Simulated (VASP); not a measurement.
The system is Ti.

```
Ti
1.0
     2.96954    0.00000    0.00000
    -1.48477    2.57169    0.00000
     0.00000    0.00000    4.71099
Ti
2
Direct
  0.66667 0.33333 0.75000
  0.33333 0.66667 0.25000
```

This cell differs from its parent crystal: volume scaled by 1.02.

Base run:

| Item | Value |
| --- | --- |
| Program | VASP 6.6.1 |
| Functional | PBEsol |
| Potentials or basis | VASP PAW PBE potentials, release 64 (Ti_sv) |
| Cutoff | 520 eV |
| k mesh | 10 × 10 × 6 |
| Occupations | fermi-dirac, width 0.05 eV |
| Spin | no spin polarisation |

Its results: band gap on the k mesh zero (band 12 reaches 8.60 eV, above the bottom of band 13 at 7.61 eV); pressure -7.7 GPa.

Problem. After a change of settings the same cell gave: band gap on the k mesh zero (band 12 reaches 8.82 eV, above the bottom of band 13 at 7.80 eV); pressure -11.6 GPa. Which change was it?
A. further incar settings from ALGO = Normal; EDIFF = 1e-06; NBANDS = 19 to ALGO = Fast; EDIFF = 1e-06; NBANDS = 19; dispersion from none to D3(BJ)
B. functional from PBEsol to r2SCAN; dispersion from none to D4
C. functional from PBEsol to r2SCAN
D. functional from PBEsol to revPBE; dispersion from none to D3(BJ)

Solution. D.

Caveats: the PAW data sets were made with another functional, which shifts forces and pressure a little; pairwise dispersion overbinds metals, which lowers pressure and volume (some runs).
